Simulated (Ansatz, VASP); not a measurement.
**One calculation of MgO, two programs**

File INCAR:

```
SYSTEM = MgO
  ALGO = Normal
  EDIFF = 1E-6
  ENCUT = 600
  GGA_COMPAT = .FALSE.
  ISIF = 2
  ISMEAR = -1
  LASPH = .TRUE.
  LCHARG = .TRUE.
  LELF = .TRUE.
  LREAL = .FALSE.
  LVHAR = .TRUE.
  LWAVE = .FALSE.
  NBANDS = 11
  NELM = 120
  PREC = Accurate
  SIGMA = 0.05
```

KPOINTS

```
k-points
0
G
  16 16 16
  0 0 0
```

File POSCAR:

```
MgO
1.0
    0.0000000000      1.8508539654      1.8508539654
    1.8508539654      0.0000000000      1.8508539654
    1.8508539654      1.8508539654      0.0000000000
Mg O
1 1
Direct
    0.0000000000      0.0000000000      0.0000000000
    0.2500000000      0.2500000000      0.2500000000
```

Input for Ansatz:

```yaml
crystal:
  lattice:
    - [0.0, 1.8508539654, 1.8508539654]
    - [1.8508539654, 0.0, 1.8508539654]
    - [1.8508539654, 1.8508539654, 0.0]
  atoms:
    - { symbol: Mg, position: [0.0, 0.0, 0.0] }
    - { symbol: O, position: [0.25, 0.25, 0.25] }
kpoints:
  mp_grid: { grid: [16, 16, 16] }
scf:
  occupations: { method: fermi_dirac, width: 0.05 }
hamiltonian:
  xc: lda
  pseudopotentials: { kind: all_electron, datasets: crystal }
output:
  forces: true
  stress: true
  eigenvalues: true
```

Change from the starting cell: volume scaled by 0.55, crystal datasets.

Alike in both runs: task single point; functional LDA; k mesh 16 × 16 × 16; occupations fermi-dirac, width 0.05 eV; no spin polarisation.

|  | VASP | Ansatz |
| --- | --- | --- |
| version | VASP 6.6.1 | Ansatz 0.2.0 |
| potentials or method | VASP PAW LDA potentials, release 64 (Mg, O), cutoff 600 eV | all-electron PAW with datasets made for the crystal, scalar-relativistic |

```csv
,VASP,Ansatz,Ansatz less VASP
gap on the k mesh at the Fermi level (eV),7.24,7.26,+0.015
pressure (GPa),271.6,259.5,-12.03
```

LDA's correlation is that of Perdew and Zunger in VASP and of Perdew and Wang (1992) in Ansatz. Both programs put the cell under a high pressure, so it lies far from rest at this level. Ansatz ran all-electron here, and VASP with PAW potentials.

Noted on VASP's run: the cell as given lies far from equilibrium.
